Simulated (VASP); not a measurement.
# C (P6_3/mmc) in VASP: single point with r2SCAN

Aim: the single point of C with r2SCAN.

All numbers are computed with VASP 6.6.1; they aren't measurements. Logs are shortened: lines on timing, memory, paths and dates and some standing lists are left out, and cuts for length are marked.

## 1. The cell of the first run

It takes space group P6_3/mmc (No. 194, hexagonal). The conventional cell has a = 2.456 Å, b = 2.456 Å, c = 7.055 Å, α = 90.00°, β = 90.00°, γ = 120.00°. Within 1.9 Å of C (site symmetry -6m2) lie 3 C at 1.42 Å. Within 1.9 Å of C (site symmetry -6m2) lie 3 C at 1.42 Å.

## 2. Single point, r2SCAN

Contents of POSCAR:

```
C
1.0
    2.4558675277      0.0000000000      0.0000000000
   -1.2279337638      2.1268436673      0.0000000000
    0.0000000000      0.0000000000      7.0552609585
C
4
Direct
    0.0000000000      0.0000000000      0.2500000000
    0.0000000000      0.0000000000      0.7500000000
    0.3333333333      0.6666666667      0.2500000000
    0.6666666667      0.3333333333      0.7500000000
```

Contents of INCAR.step1:

```
SYSTEM = C
ALGO = Normal
EDIFF = 1E-5
ENCUT = 660
GGA = PE
GGA_COMPAT = .False.
ISMEAR = -1
LASPH = .True.
LCHARG = .False.
LREAL = .False.
LWAVE = .True.
NBANDS = 16
NELM = 120
PREC = Accurate
SIGMA = 0.15
```

Contents of INCAR.step2:

```
SYSTEM = C
ALGO = Normal
EDIFF = 1E-6
ENCUT = 660
GGA_COMPAT = .False.
ISIF = 2
ISMEAR = -1
ISTART = 1
LASPH = .True.
LCHARG = .False.
LMIXTAU = .True.
LREAL = .False.
LWAVE = .False.
METAGGA = R2SCAN
NBANDS = 16
NELM = 120
PREC = Accurate
SIGMA = 0.15
```

Contents of KPOINTS:

```
k-points
0
Gamma
  24 24 6
  0 0 0
```

Potentials or basis: VASP PAW PBE potentials, release 64 (C).

Command:

```bash
> cat potpaw_PBE.64/C/POTCAR > POTCAR
> cp INCAR.step1 INCAR
> mpirun -np 1 vasp_std > vasp.out
> cp INCAR.step2 INCAR
> mpirun -np 1 vasp_std > vasp.out
```

OUTCAR:

```text
SYSTEM = C
   EDIFF = 1E-6
   ENCUT = 660
   ISIF = 2
   ISMEAR = -1
   ISTART = 1
   LASPH = .True.
   LREAL = .False.
   METAGGA = R2SCAN
   NELM = 120
   PREC = Accurate

 ion  position               nearest neighbor table
   1  0.000  0.000  0.250-   3 1.42   3 1.42   3 1.42
   2  0.000  0.000  0.750-   4 1.42   4 1.42   4 1.42
   3  0.333  0.667  0.250-   1 1.42   1 1.42   1 1.42
   4  0.667  0.333  0.750-   2 1.42   2 1.42   2 1.42

  LATTYP: Found a hexagonal cell.
 ALAT       =     2.4558675277
 C/A-ratio  =     2.8728182115

  Lattice vectors:

 A1 = (   2.4558675277,   0.0000000000,   0.0000000000)
 A2 = (  -1.2279337638,   2.1268436673,   0.0000000000)
 A3 = (   0.0000000000,   0.0000000000,   7.0552609585)

Analysis of symmetry for initial positions (statically):
=====================================================================
 Subroutine PRICEL returns:
 Original cell was already a primitive cell.

 Routine SETGRP: Setting up the symmetry group for a
 hexagonal supercell.

 Subroutine GETGRP returns: Found 24 space group operations
 (whereof 12 operations were pure point group operations)
 out of a pool of 24 trial point group operations.

The static configuration has the point symmetry D_3d.
 The point group associated with its full space group is D_6h.

Analysis of symmetry for dynamics (positions and initial velocities):
=====================================================================
 Subroutine PRICEL returns:
 Original cell was already a primitive cell.

 Routine SETGRP: Setting up the symmetry group for a
 hexagonal supercell.

 Subroutine GETGRP returns: Found 24 space group operations
 (whereof 12 operations were pure point group operations)
 out of a pool of 24 trial point group operations.

The dynamic configuration has the point symmetry D_3d.
 The point group associated with its full space group is D_6h.

 Subroutine INISYM returns: Found 24 space group operations
 (whereof 12 operations are pure point group operations),
 and found     1 'primitive' translations

----------------------------------------------------------------------------------------

                                     Primitive cell

  volume of cell :      36.8514

  direct lattice vectors                    reciprocal lattice vectors
     2.455867528  0.000000000  0.000000000     0.407188087  0.235090152  0.000000000
    -1.227933764  2.126843667  0.000000000     0.000000000  0.470180303  0.000000000
     0.000000000  0.000000000  7.055260958     0.000000000  0.000000000  0.141738202

  length of vectors
     2.455867528  2.455867528  7.055260958     0.470180303  0.470180303  0.141738202

  position of ions in fractional coordinates (direct lattice)
     0.000000000  0.000000000  0.250000000
     0.000000000  0.000000000  0.750000000
     0.333333333  0.666666667  0.250000000
     0.666666667  0.333333333  0.750000000

  ion indices of the primitive-cell ions
   primitive index   ion index
                 1           1
                 2           2
                 3           3
                 4           4

----------------------------------------------------------------------------------------

 KPOINTS: k-points

Automatic generation of k-mesh.
 Grid dimensions read from file:
 generate k-points for:   24   24    6

 Generating k-lattice:

  Cartesian coordinates                     Fractional coordinates (reciprocal lattice)
     0.016966170  0.009795423  0.000000000     0.041666667  0.000000000  0.000000000
     0.000000000  0.019590846  0.000000000     0.000000000  0.041666667  0.000000000
     0.000000000  0.000000000  0.023623034     0.000000000  0.000000000  0.166666667

  Length of vectors
     0.019590846  0.019590846  0.023623034

  Shift w.r.t. Gamma in fractional coordinates (k-lattice)
     0.000000000  0.000000000  0.000000000

 Subroutine IBZKPT returns following result:
 ===========================================

 Found    244 irreducible k-points:

 Following reciprocal coordinates:
            Coordinates               Weight
  0.000000  0.000000  0.000000      1.000000
  0.041667  0.000000  0.000000      6.000000
  0.083333  0.000000  0.000000      6.000000
  0.125000  0.000000  0.000000      6.000000
  0.166667  0.000000  0.000000      6.000000
  0.208333  0.000000  0.000000      6.000000
[... 16 lines left out ...]
  0.416667  0.041667  0.000000     12.000000
  0.458333  0.041667  0.000000     12.000000
 [... further k-points ...]
   k-points           NKPTS =    244   k-points in BZ     NKDIM =    244   number of bands    NBANDS=     16
   number of dos      NEDOS =    301   number of ions     NIONS =      4
   total plane-waves  NPLWV =  34560
   dimension x,y,z NGX =    24 NGY =   24 NGZ =   60
   dimension x,y,z NGXF=    48 NGYF=   48 NGZF=  120
   ions per type =               4
   NGX,Y,Z   is equivalent  to a cutoff of  16.25, 16.25, 14.14 a.u.
   NGXF,Y,Z  is equivalent  to a cutoff of  32.49, 32.49, 28.28 a.u.
 SYSTEM =  C
   PREC   = accura    normal or accurate (medium, high low for compatibility)
   ISTART =      1    job   : 0-new  1-cont  2-samecut
   ICHARG =      0    charge: 1-file 2-atom 10-const
   ISPIN  =      1    spin polarized calculation?
   LNONCOLLINEAR =      F non collinear calculations
   LSORBIT =      F    spin-orbit coupling
   LASPH  =      T    aspherical Exc in radial PAW
   ENCUT  =  660.0 eV  48.51 Ry    6.96 a.u.   5.14  5.14 14.78*2*pi/ulx,y,z
   NELM   =    120;   NELMIN=  2; NELMDL=  0     # of ELM steps
   EDIFF  = 0.1E-05   stopping-criterion for ELM
   LREAL  =      F    real-space projection
   EDIFFG = 0.1E-04   stopping-criterion for IOM
   NSW    =      0    number of steps for IOM
   IBRION =     -1    ionic relax: 0-MD 1-quasi-New 2-CG
   NFREE  =      0    steps in history (QN), initial steepest desc. (CG)
   ISIF   =      2    stress and relaxation
   ISYM   =      2    0-nonsym 1-usesym 2-fastsym
   POTIM  = 0.5000    time-step for ionic-motion
   TEBEG  =    0.0;   TEEND  =   0.0 temperature during run
   PSTRESS=    0.0 pullay stress
   NELECT =      16.0000    total number of electrons
   NUPDOWN=      -1.0000    fix difference up-down
   EMIN   =  10.00;   EMAX   =-10.00  energy-range for DOS
   EFERMI =   0.00;   METHOD = LEGACY
   ISMEAR =    -1;   SIGMA  =   0.15  broadening in eV -4-tet -1-fermi 0-gaus
   EFERMI_NEDOS =   21; number of points for ismear=-14 and -15
   IALGO  =     38    algorithm
   IMIX   =      4    mixing-type and parameters
     AMIX     =   0.40;   BMIX     =  1.00
     AMIX_MAG =   1.60;   BMIX_MAG =  1.00
  volume/ion in A,a.u.               =       9.21        62.17
  Fermi-wavevector in a.u.,A,eV,Ry     =   1.239644  2.342587 20.908306  1.536717
  Thomas-Fermi vector in A             =   2.374118
   LORBIT       =      0    0 simple, 1 ext, 2 COOP (PROOUT), +10 PAW based schemes
   METAGGA = R2SCAN    functional components
   LHFCALC =     F    Hartree Fock is set to
   AEXX    =    0.0000 exact exchange contribution
   IVDW    =     0    specifies the selected vdW correction
   LEPSILON=     F    determine dielectric tensor
   LRPA    =     F    only Hartree local field effects (RPA)
 non-spin polarized calculation
  energy-cutoff  :      660.00
  volume of cell :       36.85
 maximum number of plane-waves:      1436
 NGX is ok and might be reduce to    24
   NGX = 11   NGY = 11   NGZ = 29

 number of electron      15.9999998 magnetization

 Free energy of the ion-electron system (eV)
  ---------------------------------------------------
  ext. energy  EPLUGINS =         0.00000000
  ---------------------------------------------------
  free energy    TOTEN  =       -39.78114716 eV

  energy without entropy =      -39.77714762  energy(sigma->0) =      -39.77914739

 E-fermi :   4.2642     XC(G=0): -10.7841

 val. band max:        4.2596055247   @ k =   0.3333   0.3333   0.5000
 cond. band min:       4.5248161673   @ k =   0.3333   0.3333   0.3333
 fundamental gap:      0.2652106426
 Fermi energy:         4.2641851799

 k-point     1 :       0.0000    0.0000    0.0000
  band No.  band energies     occupation
      1     -16.6830      2.00000
      2     -16.4847      2.00000
      3      -4.5977      2.00000
      4      -3.0462      2.00000
      5       1.0407      2.00000
      6       1.0407      2.00000
[... 8 lines left out ...]
     15      16.7007      0.00000
     16      16.8554      0.00000

 k-point     2 :       0.0417    0.0000    0.0000
  band No.  band energies     occupation
      1     -16.6391      2.00000
      2     -16.4413      2.00000
      3      -4.5447      2.00000
      4      -2.9955      2.00000
      5       0.8558      2.00000
      6       0.8700      2.00000
[... 8 lines left out ...]
     15      16.5334      0.00000
     16      16.6965      0.00000

 k-point     3 :       0.0833    0.0000    0.0000
  band No.  band energies     occupation
      1     -16.5075      2.00000
      2     -16.3112      2.00000
      3      -4.3856      2.00000
      4      -2.8438      2.00000
      5       0.3306      2.00000
      6       0.3520      2.00000
[... 8 lines left out ...]
     15      16.0482      0.00000
     16      16.2367      0.00000

 k-point     4 :       0.1250    0.0000    0.0000
  band No.  band energies     occupation
      1     -16.2886      2.00000
      2     -16.0949      2.00000
      3      -4.1214      2.00000
      4      -2.5921      2.00000
      5      -0.4632      2.00000
      6      -0.4325      2.00000
[... 8 lines left out ...]
     15      15.2882      0.00000
     16      15.5275      0.00000

 k-point     5 :       0.1667    0.0000    0.0000
  band No.  band energies     occupation
      1     -15.9831      2.00000
      2     -15.7929      2.00000
      3      -3.7535      2.00000
      4      -2.2428      2.00000
      5      -1.4451      2.00000
      6      -1.4040      2.00000
[... 8 lines left out ...]
     15      15.6988      0.00000
     16      15.7317      0.00000

 k-point     6 :       0.2083    0.0000    0.0000
  band No.  band energies     occupation
      1     -15.5919      2.00000
      2     -15.4060      2.00000
      3      -3.2844      2.00000
      4      -2.5448      2.00000
      5      -2.4926      2.00000
      6      -1.7992      2.00000
[... 8 lines left out ...]
     15      16.9995      0.00000
     16      17.0314      0.00000
[... 267 lines left out ...]
 k-point    21 :       0.3333    0.0417    0.0000
  band No.  band energies     occupation
      1     -13.5421      2.00000
      2     -13.3798      2.00000
      3      -6.6370      2.00000
      4      -6.5452      2.00000
      5      -2.2085      2.00000
      6      -2.1734      2.00000
[... 8 lines left out ...]
     15      19.5362      0.00000
     16      21.6404      0.00000

 k-point    22 :       0.3750    0.0417    0.0000
  band No.  band energies     occupation
      1     -12.7965      2.00000
      2     -12.6435      2.00000
      3      -7.7583      2.00000
      4      -7.6567      2.00000
      5      -2.4633      2.00000
      6      -2.4272      2.00000
[... 8 lines left out ...]
     15      18.6964      0.00000
     16      20.7955      0.00000

 k-point    23 :       0.4167    0.0417    0.0000
  band No.  band energies     occupation
      1     -11.9993      2.00000
      2     -11.8594      2.00000
      3      -8.8076      2.00000
      4      -8.7002      2.00000
      5      -2.6360      2.00000
      6      -2.5993      2.00000
[... 8 lines left out ...]
     15      18.1486      0.00000
     16      20.1837      0.00000

 k-point    24 :       0.4583    0.0417    0.0000
  band No.  band energies     occupation
      1     -11.2451      2.00000
      2     -11.1399      2.00000
      3      -9.6638      2.00000
      4      -9.5763      2.00000
      5      -2.7231      2.00000
      6      -2.6861      2.00000
[... 8 lines left out ...]
     15      18.6112      0.00000
     16      19.7063      0.00000

 [... further k-points ...]

------------------------ aborting loop because EDIFF is reached ----------------------------------------

  FORCE on cell =-STRESS in cart. coord.  units (eV):
  Direction    XX          YY          ZZ          XY          YZ          ZX
  --------------------------------------------------------------------------------------
  -------------------------------------------------------------------------------------
  Total        0.0692852      0.0692852     -0.1135378      0.0000000     -0.0000000      0.0000000
  in kB        3.0122927      3.0122927     -4.9362527      0.0000000     -0.0000000      0.0000000
  external PRESSURE =       0.3627776 kB  Pullay stress =       0.0000000 kB

 VOLUME and BASIS-vectors are now :
 -----------------------------------------------------------------------------
  energy-cutoff  :      660.00
  volume of cell :       36.85
      direct lattice vectors                 reciprocal lattice vectors
     2.455867528  0.000000000  0.000000000     0.407188087  0.235090152  0.000000000
    -1.227933764  2.126843667  0.000000000     0.000000000  0.470180303  0.000000000
     0.000000000  0.000000000  7.055260958     0.000000000  0.000000000  0.141738202

 POSITION                                       TOTAL-FORCE (eV/Angst)
 -----------------------------------------------------------------------------------
      0.00000      0.00000      1.76382         0.000000     -0.000000     -0.000000
      0.00000      0.00000      5.29145        -0.000000     -0.000000     -0.000000
     -0.00000      1.41790      1.76382        -0.000000      0.000000      0.000000
      1.22793      0.70895      5.29145         0.000000     -0.000000      0.000000
 -----------------------------------------------------------------------------------
    total drift:                               -0.000000      0.000000     -0.000000

  FREE ENERGIE OF THE ION-ELECTRON SYSTEM (eV)
  ---------------------------------------------------
  free  energy   TOTEN  =       -39.7811471650 eV

  energy  without entropy=      -39.7771476233  energy(sigma->0) =      -39.77914739
```

It took 11 min on 1 thread of Oxide Virtual Turin-like, shared host; peak memory 0.25 GiB.

Results:

| Quantity | Value |
| --- | --- |
| Free energy | -39.7811 eV |
| Pressure | 0.0 GPa |
| Band gap on the k mesh | zero (bands 8 and 9 overlap by 0.01 eV) |

Stress tensor (GPa, compression positive):
```
 0.30  0.00  0.00
 0.00  0.30  0.00
 0.00  0.00 -0.49
```

Caveat: the PAW data sets were made with another functional, which shifts forces and pressure a little.

The gap in the log of VASP goes by the Fermi energy; the results here count the filled bands.